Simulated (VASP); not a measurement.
Wanted: the native input for a VASP 6.6.1 run.

```yaml
Task: relaxation of cell and atoms
Functional: PBE
Dispersion: D3(BJ)
Potentials_or_basis: VASP PAW PBE potentials, release 64 (Li_sv)
Cutoff: 600 eV
k_mesh: 18 × 18 × 18
Occupations: gaussian, width 0.1 eV
Spin: no spin polarisation
Dipole_correction: no
Further_INCAR_settings: ALGO = Normal; EDIFF = 1e-06; IBRION = 2; EDIFFG = -0.005; NSW = 100; ISIF = 3
```

The structure of Li lies in POSCAR:

```
Li
1.0
   -1.6750000000      1.6750000000      1.6750000000
    1.6750000000     -1.6750000000      1.6750000000
    1.6750000000      1.6750000000     -1.6750000000
Li
1
Direct
    0.0000000000      0.0000000000      0.0000000000
```

One way to write it, as run:

INCAR

```
PREC = Accurate
ENCUT = 600
EDIFF = 1E-6
ISMEAR = 0
SIGMA = 0.1
LREAL = False
LASPH = True
NELM = 80
ALGO = Normal
ISIF = 3
LWAVE = False
LCHARG = False
GGA = PE
IVDW = 12
IBRION = 2
NSW = 100
EDIFFG = -0.005
```

KPOINTS

```
Automatic mesh
0
Gamma
  18 18 18
```

Potentials or basis: VASP PAW PBE potentials, release 64 (Li_sv).

The run is started by

```console
$ cat potpaw_PBE.64/Li_sv/POTCAR > POTCAR
$ mpirun -np 1 vasp_std > vasp.out
```

It gave:

- Relaxed volume: 18.16 Å³/atom
- Relaxed cell: a = 2.868 Å, b = 2.868 Å, c = 2.868 Å, α = 109.47°, β = 109.47°, γ = 109.47°
- Space group after relaxing (to 0.1 Å): Im-3m (No. 229)
- Energy gained by relaxing: 1.1 meV/atom
- Ionic steps: 3
- Pressure after relaxing: 0.0 GPa
- Band gap on the k mesh: zero (an odd number of electrons rules out a gap without spin polarisation)
- Dispersion energy per atom: -0.189 eV

Caveat: the cutoff is under 1.25 times the usual one of these potentials, so pressure, stress and relaxed cells hold a basis-set (Pulay) error.

Run time: 9.7 s on 1 thread of Intel(R) Xeon(R) 6975P-C (Granite Rapids), on a shared host, peak memory 0.15 GiB.
